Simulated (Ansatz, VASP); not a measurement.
Two plane-wave programs on AgBiO

```
Bi Ag O
1.0
     4.36536    0.00000    0.00000
    -2.18268    3.78052    0.00000
     0.00000    0.00000    7.28516
Bi Ag O
2 2 2
Direct
  0.33330 0.66670 0.25000
  0.66660 0.33330 0.75000
  0.33330 0.66670 0.75000
  0.66660 0.33330 0.25000
  0.00000 0.00000 0.00000
  0.00000 0.00000 0.50000
```

Alike in both runs: task single point; functional PBE; k mesh 7 × 7 × 4; occupations gaussian, width 0.0288 eV; no spin polarisation.

```csv
,VASP,Ansatz
version,VASP 6.6.1,Ansatz 0.2.0
potentials or method,"VASP PAW PBE potentials, release 64 (Bi_d, Ag, O), cutoff 520 eV",PAW plane waves
valence electrons in the cell,64,80
```

Ansatz gave:

| Quantity | Value |
| --- | --- |
| pressure (GPa) | 7.4 |
| traceless stress, the component that is largest in VASP (GPa) | -15.66 |

Task: Estimate VASP's values.

Result: Pressure (GPa): 7.3; traceless stress, the component that is largest in VASP (GPa): -15.70.

VASP's potentials hold 64 valence electrons a cell and Ansatz's 80, so a difference there can come from the potentials and not from the codes. Ansatz's warnings: structure snapped to symmetry.

Spin-orbit coupling is off throughout.
